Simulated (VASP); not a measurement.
**Cu: single point with PBE**

The system is Cu, a slab with vacuum.

```xyz
3
Lattice="2.5665 0.0000 0.0000 -1.2833 2.2227 0.0000 0.0000 0.0000 20.1911" Properties=species:S:1:pos:R:3 pbc="T T T"
Cu    0.0000    0.7409    8.0248
Cu    0.0000    2.2227   10.0955
Cu    1.2833    1.4818   12.1663
```

| Property | Result |
| --- | --- |
| Program | VASP 6.6.1 |
| Task | single point |
| Functional | PBE |
| Potentials or basis | VASP PAW PBE potentials, release 64 (Cu) |
| Cutoff | 520 eV |
| k mesh | 15 × 15 × 1 |
| Occupations | fermi-dirac, width 0.1 eV |
| Spin | no spin polarisation |

The largest force is 0.020 eV/Å and the band gap on the k mesh is zero (an odd number of electrons rules out a gap without spin polarisation).

Forces in eV/Å, atoms in the order of the input:
```
Cu   0.000  0.000 -0.020
Cu   0.000  0.000  0.000
Cu   0.000  0.000  0.020
```

Levels at points of the mesh, in eV from the Fermi level:
```tsv
k point	band 15	band 16	band 17	band 18	band 19	band 20
(0.00, 0.00, 0.00)	-1.87	-1.64	-1.64	-1.54	-0.07	4.15
```

Run time: 3.5 min on 1 thread of Intel Xeon 8259CL (shared host), peak memory 0.25 GiB.
